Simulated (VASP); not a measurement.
# CsBr (Pm-3m) in VASP: a series of runs

Aim: see how the results for CsBr move with the level of theory and the settings. Levels: PBE, r2SCAN. Tasks: single point.

Program: VASP 6.6.1. These are calculated values, not measurements. Logs are shortened: lines on timing, memory, paths and dates and some standing lists are left out, and cuts for length are marked.

### 1 The cell of the first run

Symmetry: Pm-3m, No. 221, cubic system. The conventional cell has a = 4.320 Å, b = 4.320 Å, c = 4.320 Å, α = 90.00°, β = 90.00°, γ = 90.00°. Cs (site symmetry m-3m) has 8 Br at 3.74 Å and 6 Cs at 4.32 Å within 4.9 Å. Within 4.9 Å of Br (site symmetry m-3m) lie 8 Cs at 3.74 Å and 6 Br at 4.32 Å.

### 2 Single point, PBE

Contents of INCAR:

```
SYSTEM = CsBr
  PREC = Accurate
  ENCUT = 500
  EDIFF = 1E-6
  ISMEAR = 0
  SIGMA = 0.01
  LREAL = .False.
  LASPH = .True.
  NELM = 120
  ALGO = Normal
  ISIF = 2
  LWAVE = .False.
  LCHARG = .False.
  GGA = PE
  NBANDS = 15
  GGA_COMPAT = .False.
```

Contents of KPOINTS:

```
Automatic mesh
0
Gamma
  4 4 4
  0 0 0
```

Contents of POSCAR:

```
CsBr
1.0
    4.3196005093      0.0000000000      0.0000000000
    0.0000000000      4.3196005093      0.0000000000
    0.0000000000      0.0000000000      4.3196005093
Cs Br
1 1
Direct
    0.0000000000      0.0000000000      0.0000000000
    0.5000000000      0.5000000000      0.5000000000
```

Potentials or basis: VASP PAW PBE potentials, release 64 (Cs_sv, Br).

Run with:

```console
$ cat potpaw_PBE.64/Cs_sv/POTCAR potpaw_PBE.64/Br/POTCAR > POTCAR
$ mpirun -np 1 vasp_std > vasp.out
```

OUTCAR:

```text
SYSTEM = CsBr
   PREC = Accurate
   ENCUT = 500
   EDIFF = 1E-6
   ISMEAR = 0
   LREAL = .False.
   LASPH = .True.
   NELM = 120
   ISIF = 2
   GGA = PE

 ion  position               nearest neighbor table
   1  0.000  0.000  0.000-
   2  0.500  0.500  0.500-

  LATTYP: Found a simple cubic cell.
 ALAT       =     4.3196005093

  Lattice vectors:

 A1 = (   4.3196005093,   0.0000000000,   0.0000000000)
 A2 = (   0.0000000000,   4.3196005093,   0.0000000000)
 A3 = (   0.0000000000,   0.0000000000,   4.3196005093)

Analysis of symmetry for initial positions (statically):
=====================================================================
 Subroutine PRICEL returns:
 Original cell was already a primitive cell.

 Routine SETGRP: Setting up the symmetry group for a
 simple cubic supercell.

 Subroutine GETGRP returns: Found 48 space group operations
 (whereof 48 operations were pure point group operations)
 out of a pool of 48 trial point group operations.

The static configuration has the point symmetry O_h .

Analysis of symmetry for dynamics (positions and initial velocities):
=====================================================================
 Subroutine PRICEL returns:
 Original cell was already a primitive cell.

 Routine SETGRP: Setting up the symmetry group for a
 simple cubic supercell.

 Subroutine GETGRP returns: Found 48 space group operations
 (whereof 48 operations were pure point group operations)
 out of a pool of 48 trial point group operations.

The dynamic configuration has the point symmetry O_h .

 Subroutine INISYM returns: Found 48 space group operations
 (whereof 48 operations are pure point group operations),
 and found     1 'primitive' translations

----------------------------------------------------------------------------------------

                                     Primitive cell

  volume of cell :      80.5992

  direct lattice vectors                    reciprocal lattice vectors
     4.319600509  0.000000000  0.000000000     0.231502890  0.000000000  0.000000000
     0.000000000  4.319600509  0.000000000     0.000000000  0.231502890  0.000000000
     0.000000000  0.000000000  4.319600509     0.000000000  0.000000000  0.231502890

  length of vectors
     4.319600509  4.319600509  4.319600509     0.231502890  0.231502890  0.231502890

  position of ions in fractional coordinates (direct lattice)
     0.000000000  0.000000000  0.000000000
     0.500000000  0.500000000  0.500000000

  ion indices of the primitive-cell ions
[... 70 lines left out ...]
   PSTRESS=    0.0 pullay stress
   NELECT =      16.0000    total number of electrons
   NUPDOWN=      -1.0000    fix difference up-down
   EMIN   =  10.00;   EMAX   =-10.00  energy-range for DOS
   EFERMI =   0.00;   METHOD = LEGACY
   ISMEAR =     0;   SIGMA  =   0.01  broadening in eV -4-tet -1-fermi 0-gaus
   EFERMI_NEDOS =   21; number of points for ismear=-14 and -15
   IALGO  =     38    algorithm
   IMIX   =      4    mixing-type and parameters
     AMIX     =   0.40;   BMIX     =  1.00
     AMIX_MAG =   1.60;   BMIX_MAG =  1.00
  volume/ion in A,a.u.               =      40.30       271.96
  Fermi-wavevector in a.u.,A,eV,Ry     =   0.955003  1.804693 12.408922  0.912030
  Thomas-Fermi vector in A             =   2.083801
   LORBIT       =      0    0 simple, 1 ext, 2 COOP (PROOUT), +10 PAW based schemes
   GGA     = PE    functional components
   LHFCALC =     F    Hartree Fock is set to
   AEXX    =    0.0000 exact exchange contribution
   IVDW    =     0    specifies the selected vdW correction
   LEPSILON=     F    determine dielectric tensor
   LRPA    =     F    only Hartree local field effects (RPA)
 non-spin polarized calculation
 Gauss-broadening in eV      SIGMA  =   0.01
  energy-cutoff  :      500.00
  volume of cell :       80.60
 maximum number of plane-waves:      2103
 NGX is ok and might be reduce to    32
   NGX = 15   NGY = 15   NGZ = 15

 number of electron      16.0000001 magnetization

 Free energy of the ion-electron system (eV)
  ---------------------------------------------------
  ext. energy  EPLUGINS =         0.00000000
  ---------------------------------------------------
  free energy    TOTEN  =        -6.01412229 eV

  energy without entropy =       -6.01412229  energy(sigma->0) =       -6.01412229

 E-fermi :  -0.3463     XC(G=0):  -7.9702

 val. band max:       -0.4086268355   @ k =   0.5000   0.5000   0.0000
 cond. band min:       4.0153740371   @ k =   0.0000   0.0000   0.0000
 fundamental gap:      4.4240008726
 Fermi energy:        -0.3462779753

 k-point     1 :       0.0000    0.0000    0.0000
  band No.  band energies     occupation
      1     -20.2247      2.00000
      2     -12.7500      2.00000
      3      -6.8273      2.00000
      4      -6.8273      2.00000
      5      -6.8273      2.00000
      6      -0.4169      2.00000
      7      -0.4169      2.00000
      8      -0.4169      2.00000
      9       4.0154      0.00000
     10       4.5240      0.00000
     11       4.5240      0.00000
     12       8.6354      0.00000
     13       8.6354      0.00000
     14       8.6354      0.00000
[... 149 lines left out ...]
      2     -12.5801      2.00000
      3      -7.2089      2.00000
      4      -7.2089      2.00000
      5      -7.2089      2.00000
      6      -1.5383      2.00000
      7      -1.5383      2.00000
      8      -1.5383      2.00000
      9       7.8040      0.00000
     10       7.8040      0.00000
     11       7.8040      0.00000
     12       8.6517      0.00000
     13       8.6517      0.00000
     14       8.6517      0.00000
     15      10.7816      0.00000

------------------------ aborting loop because EDIFF is reached ----------------------------------------

  FORCE on cell =-STRESS in cart. coord.  units (eV):
  Direction    XX          YY          ZZ          XY          YZ          ZX
  --------------------------------------------------------------------------------------
  -------------------------------------------------------------------------------------
  Total        0.3643760      0.3643760      0.3643760     -0.0000000     -0.0000000      0.0000000
  in kB        7.2431849      7.2431849      7.2431849     -0.0000000     -0.0000000      0.0000000
  external PRESSURE =       7.2431849 kB  Pullay stress =       0.0000000 kB

 VOLUME and BASIS-vectors are now :
 -----------------------------------------------------------------------------
  energy-cutoff  :      500.00
  volume of cell :       80.60
      direct lattice vectors                 reciprocal lattice vectors
     4.319600509  0.000000000  0.000000000     0.231502890  0.000000000  0.000000000
     0.000000000  4.319600509  0.000000000     0.000000000  0.231502890  0.000000000
     0.000000000  0.000000000  4.319600509     0.000000000  0.000000000  0.231502890

 POSITION                                       TOTAL-FORCE (eV/Angst)
 -----------------------------------------------------------------------------------
      0.00000      0.00000      0.00000         0.000000      0.000000      0.000000
      2.15980      2.15980      2.15980         0.000000      0.000000      0.000000
 -----------------------------------------------------------------------------------
    total drift:                                0.000000      0.000000     -0.000000

  FREE ENERGIE OF THE ION-ELECTRON SYSTEM (eV)
  ---------------------------------------------------
  free  energy   TOTEN  =        -6.0141222916 eV

  energy  without entropy=       -6.0141222916  energy(sigma->0) =       -6.01412229
```

Wall time 8.1 s (1 thread of Intel Xeon Platinum 8259CL at 2.50GHz (Skylake/Cascade Lake), shared host); peak memory 0.17 GiB.

Results:

```yaml
Free_energy: -6.0141 eV
Pressure: 0.7 GPa
Band_gap_on_the_k_mesh: 4.42 eV (least direct gap 4.43 eV)
```

Caveat: spin-orbit coupling is left out, which moves the levels of the heavy elements. As with any semilocal functional, this PBE gap is likely too small.

### 3 Single point, PBE

Contents of INCAR:

```
PREC = Accurate ; ENCUT = 500
EDIFF = 1E-6 ; ISMEAR = 0
SIGMA = 0.01 ; LREAL = F
LASPH = T ; NELM = 120
ALGO = Normal ; ISIF = 2
LWAVE = F ; LCHARG = F
GGA = PE ; NBANDS = 15
GGA_COMPAT = F
```

Contents of KPOINTS:

```
Automatic mesh
0
Gamma
  4 4 4
```

POSCAR is that of step 2.

Potentials or basis: VASP PAW PBE potentials, release 64 (Cs_sv, Br).

Run with:

```console
$ cat potpaw_PBE.64/Cs_sv/POTCAR potpaw_PBE.64/Br/POTCAR > POTCAR
$ mpirun -np 1 vasp_std > vasp.out
```

OUTCAR:

```text
PREC = Accurate
   ENCUT = 500
   EDIFF = 1E-6
   ISMEAR = 0
   LREAL = F
   LASPH = T
   NELM = 120
   ISIF = 2
   GGA = PE

 ion  position               nearest neighbor table
   1  0.000  0.000  0.000-
   2  0.500  0.500  0.500-

  LATTYP: Found a simple cubic cell.
 ALAT       =     4.3196005093

  Lattice vectors:

 A1 = (   4.3196005093,   0.0000000000,   0.0000000000)
[... 347 lines left out ...]
     14       8.6517      0.00000
     15      10.7816      0.00000

------------------------ aborting loop because EDIFF is reached ----------------------------------------

  FORCE on cell =-STRESS in cart. coord.  units (eV):
  Direction    XX          YY          ZZ          XY          YZ          ZX
  --------------------------------------------------------------------------------------
  -------------------------------------------------------------------------------------
  Total        0.3643760      0.3643760      0.3643760     -0.0000000     -0.0000000      0.0000000
  in kB        7.2431849      7.2431849      7.2431849     -0.0000000     -0.0000000      0.0000000
  external PRESSURE =       7.2431849 kB  Pullay stress =       0.0000000 kB

 VOLUME and BASIS-vectors are now :
 -----------------------------------------------------------------------------
  energy-cutoff  :      500.00
  volume of cell :       80.60
      direct lattice vectors                 reciprocal lattice vectors
     4.319600509  0.000000000  0.000000000     0.231502890  0.000000000  0.000000000
     0.000000000  4.319600509  0.000000000     0.000000000  0.231502890  0.000000000
     0.000000000  0.000000000  4.319600509     0.000000000  0.000000000  0.231502890

 POSITION                                       TOTAL-FORCE (eV/Angst)
 -----------------------------------------------------------------------------------
      0.00000      0.00000      0.00000         0.000000      0.000000      0.000000
      2.15980      2.15980      2.15980         0.000000      0.000000      0.000000
 -----------------------------------------------------------------------------------
    total drift:                                0.000000      0.000000     -0.000000

  FREE ENERGIE OF THE ION-ELECTRON SYSTEM (eV)
  ---------------------------------------------------
  free  energy   TOTEN  =        -6.0141222916 eV

  energy  without entropy=       -6.0141222916  energy(sigma->0) =       -6.01412229
```

Wall time 8.5 s (1 thread of Intel Xeon Platinum 8259CL at 2.50GHz (Skylake/Cascade Lake), shared host); peak memory 0.17 GiB.

What came out:

- Free energy: -6.0141 eV
- Pressure: 0.7 GPa
- Band gap on the k mesh: 4.42 eV (least direct gap 4.43 eV)

Caveat: spin-orbit coupling is left out, which moves the levels of the heavy elements. As with any semilocal functional, this PBE gap is likely too small.

### 4 Single point, r2SCAN

POSCAR is that of step 3.

Contents of INCAR.step1:

```
SYSTEM = CsBr
PREC     = Accurate       ! precision mode
ENCUT    = 550            ! plane-wave cutoff, eV
ISMEAR   = 0              ! smearing method
SIGMA    = 0.01           ! smearing width, eV
LREAL    = .False.        ! projectors in reciprocal space
LASPH    = .True.         ! aspherical terms in the spheres
NELM     = 120            ! most SCF steps
NBANDS   = 15             ! bands
GGA      = PE             ! functional
ALGO     = Normal         ! electronic algorithm
EDIFF    = 1E-5           ! SCF threshold, eV
LWAVE    = .True.         ! write WAVECAR
LCHARG   = .False.        ! write CHGCAR
GGA_COMPAT= .False.
```

Contents of INCAR.step2:

```
SYSTEM = CsBr
PREC     = Accurate       ! precision mode
ENCUT    = 550            ! plane-wave cutoff, eV
EDIFF    = 1E-6           ! SCF threshold, eV
ISMEAR   = 0              ! smearing method
SIGMA    = 0.01           ! smearing width, eV
LREAL    = .False.        ! projectors in reciprocal space
LASPH    = .True.         ! aspherical terms in the spheres
NELM     = 120            ! most SCF steps
ALGO     = Normal         ! electronic algorithm
ISIF     = 2              ! what is computed and relaxed
LWAVE    = .False.        ! write WAVECAR
LCHARG   = .False.        ! write CHGCAR
METAGGA  = R2SCAN         ! meta-GGA
LMIXTAU  = .True.       
NBANDS   = 15             ! bands
ISTART   = 1            
GGA_COMPAT= .False.
```

Contents of KPOINTS:

```
Automatic mesh
0
Gamma
  4 4 4
  0 0 0
```

Potentials or basis: VASP PAW PBE potentials, release 64 (Cs_sv, Br).

Run with:

```console
$ cat potpaw_PBE.64/Cs_sv/POTCAR potpaw_PBE.64/Br/POTCAR > POTCAR
$ cp INCAR.step1 INCAR
$ mpirun -np 1 vasp_std > vasp.out
$ cp INCAR.step2 INCAR
$ mpirun -np 1 vasp_std > vasp.out
```

OUTCAR:

```text
SYSTEM = CsBr
   PREC = Accurate
   ENCUT = 550
   EDIFF = 1E-6
   ISMEAR = 0
   LREAL = .False.
   LASPH = .True.
   NELM = 120
   ISIF = 2
   METAGGA = R2SCAN
   ISTART = 1

 ion  position               nearest neighbor table
   1  0.000  0.000  0.000-
   2  0.500  0.500  0.500-

  LATTYP: Found a simple cubic cell.
 ALAT       =     4.3196005093

  Lattice vectors:

 A1 = (   4.3196005093,   0.0000000000,   0.0000000000)
[... 349 lines left out ...]

------------------------ aborting loop because EDIFF is reached ----------------------------------------

  FORCE on cell =-STRESS in cart. coord.  units (eV):
  Direction    XX          YY          ZZ          XY          YZ          ZX
  --------------------------------------------------------------------------------------
  -------------------------------------------------------------------------------------
  Total        0.0492754      0.0492754      0.0492754      0.0000000      0.0000000      0.0000000
  in kB        0.9795134      0.9795134      0.9795134      0.0000000      0.0000000      0.0000000
  external PRESSURE =       0.9795134 kB  Pullay stress =       0.0000000 kB

 VOLUME and BASIS-vectors are now :
 -----------------------------------------------------------------------------
  energy-cutoff  :      550.00
  volume of cell :       80.60
      direct lattice vectors                 reciprocal lattice vectors
     4.319600509  0.000000000  0.000000000     0.231502890  0.000000000  0.000000000
     0.000000000  4.319600509  0.000000000     0.000000000  0.231502890  0.000000000
     0.000000000  0.000000000  4.319600509     0.000000000  0.000000000  0.231502890

 POSITION                                       TOTAL-FORCE (eV/Angst)
 -----------------------------------------------------------------------------------
      0.00000      0.00000      0.00000         0.000000      0.000000      0.000000
      2.15980      2.15980      2.15980         0.000000      0.000000      0.000000
 -----------------------------------------------------------------------------------
    total drift:                                0.000000      0.000000      0.000000

  FREE ENERGIE OF THE ION-ELECTRON SYSTEM (eV)
  ---------------------------------------------------
  free  energy   TOTEN  =       -42.3245543700 eV

  energy  without entropy=      -42.3245543700  energy(sigma->0) =      -42.32455437
```

OSZICAR.step1:

```text
N       E                     dE             d eps       ncg     rms          rms(c)
DAV:   1     0.930530527989E+02    0.93053E+02   -0.65896E+03   300   0.928E+02
DAV:   2     0.117479514856E+01   -0.91878E+02   -0.84768E+02   445   0.158E+02
DAV:   3    -0.621749272485E+01   -0.73923E+01   -0.73634E+01   384   0.495E+01
DAV:   4    -0.628327912585E+01   -0.65786E-01   -0.65776E-01   335   0.553E+00
DAV:   5    -0.628362476412E+01   -0.34564E-03   -0.34563E-03   398   0.418E-01    0.180E+00
DAV:   6    -0.604894778055E+01    0.23468E+00   -0.21869E-01   356   0.246E+00    0.104E+00
DAV:   7    -0.601102927987E+01    0.37919E-01   -0.12291E-01   356   0.180E+00    0.612E-01
DAV:   8    -0.601416510913E+01   -0.31358E-02   -0.14051E-02   349   0.698E-01    0.124E-01
DAV:   9    -0.601394863988E+01    0.21647E-03   -0.13130E-03   363   0.187E-01    0.689E-02
DAV:  10    -0.601406281450E+01   -0.11417E-03   -0.22264E-04   370   0.977E-02    0.165E-02
DAV:  11    -0.601406657591E+01   -0.37614E-05   -0.23810E-05   314   0.287E-02
   1 F= -.60140666E+01 E0= -.60140666E+01  d E =-.378021E-21
```

Wall time 48 s (1 thread of Intel Xeon Platinum 8259CL at 2.50GHz (Skylake/Cascade Lake), shared host); peak memory 0.22 GiB.

What came out:

* Free energy: -42.3246 eV
* Pressure: 0.1 GPa
* Band gap on the k mesh: 5.18 eV

Caveat: the PAW data sets were made with another functional, which shifts forces and pressure a little; spin-orbit coupling is left out, which moves the levels of the heavy elements. r2SCAN opens gaps a little over a GGA but as a rule still falls short of measured ones.

[end of part 1 of 2]
